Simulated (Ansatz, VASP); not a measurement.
## One calculation of B, two programs

The input INCAR:

```
SYSTEM = B
  PREC = Accurate
  ENCUT = 520
  EDIFF = 1E-7
  ISMEAR = -1
  SIGMA = 0.08
  LREAL = .False.
  LASPH = .True.
  NELM = 100
  ALGO = Normal
  ISIF = 2
  LWAVE = .False.
  LCHARG = .True.
  GGA = PS
  LELF = .True.
  LVHAR = .True.
  NBANDS = 8
```

Contents of KPOINTS:

```
Automatic mesh
0
Gamma
  25 25 25
  0 0 0
```

Contents of POSCAR:

```
B
1.0
   -0.9116830757      0.9116830757      0.9116830757
    0.9116830757     -0.9116830757      0.9116830757
    0.9116830757      0.9116830757     -0.9116830757
B
1
Direct
    0.0000000000      0.0000000000      0.0000000000
```

Input for Ansatz:

```yaml
crystal:
  lattice:
    - [-0.9116830757, 0.9116830757, 0.9116830757]
    - [0.9116830757, -0.9116830757, 0.9116830757]
    - [0.9116830757, 0.9116830757, -0.9116830757]
  atoms:
    - { symbol: B, position: [0.0, 0.0, 0.0] }
kpoints:
  mp_grid: { grid: [25, 25, 25] }
scf:
  occupations: { method: fermi_dirac, width: 0.08 }
hamiltonian:
  xc: pbesol
  pseudopotentials: { kind: all_electron, lapw: { basis_error: 0.001 } }
output:
  forces: true
  stress: true
  eigenvalues: true
  populations: true
```

Change from the starting cell: volume scaled by 0.5, LAPW.

Alike in both runs: task single point; functional PBEsol; k mesh 25 × 25 × 25; occupations fermi-dirac, width 0.08 eV; no spin polarisation.

|  | VASP | Ansatz |
| --- | --- | --- |
| version | VASP 6.6.1 | Ansatz 0.2.0 |
| potentials or method | VASP PAW PBE potentials, release 64 (B), cutoff 520 eV | all-electron LAPW, scalar-relativistic |

|  | VASP | Ansatz | Ansatz less VASP |
| --- | --- | --- | --- |
| pressure (GPa) | 589.0 | 585.4 | -3.61 |

VASP's potentials were made for PBE, not for PBEsol. Both programs put the cell under a high pressure, so it lies far from rest at this level. Ansatz ran all-electron here, and VASP with PAW potentials.

Noted on VASP's run: the cell as given lies far from equilibrium.
